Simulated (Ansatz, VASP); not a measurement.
**Two plane-wave programs on TaH5**

```
Ta H
1.0
     4.35121    0.00000    0.00000
    -2.17560    3.76825    0.00000
     0.00000    0.00000    3.63433
Ta H
1 5
Cartesian
  0.0000 0.0000 0.0000
  0.0000 2.5122 0.0000
  2.1756 1.2561 0.0000
  2.1756 0.0000 1.8172
  1.0878 1.8841 1.8172
  -1.0878 1.8841 1.8172
```

Change from the starting cell: species swapped into the YRh5 type (P6/mmm, No. 191).

Alike in both runs: task relaxation of cell and atoms; functional PBE; k mesh 6 × 6 × 6; occupations gaussian, width 0.1 eV; no spin polarisation.

|  | VASP | Ansatz |
| --- | --- | --- |
| version | VASP 6.6.1 | Ansatz 0.2.0 |
| potentials or method | VASP PAW PBE potentials, release 64 (Ta_pv, H), cutoff 600 eV | scalar-relativistic, plane waves, PAW |
| valence electrons in the cell | 16 | 18 |

|  | VASP | Ansatz | Ansatz less VASP |
| --- | --- | --- | --- |
| gap on the k mesh at the Fermi level, each at its own relaxed structure (eV) | none | none | - |
| relaxed volume (Å³/atom) | 5.08 | 5.07 | -0.010 |
| relaxed cell length with the largest relative difference (Å) | 2.952 | 2.950 | -0.0022 |

A gap of «none» marks a metal or a gap that the smearing closes. VASP's potentials hold 16 valence electrons a cell and Ansatz's 18, so a difference there can come from the potentials and not from the codes.

Spin-orbit coupling is off throughout. Noted on VASP's run: the volume moved by over 15 % at a fixed basis, so the end points are rough.
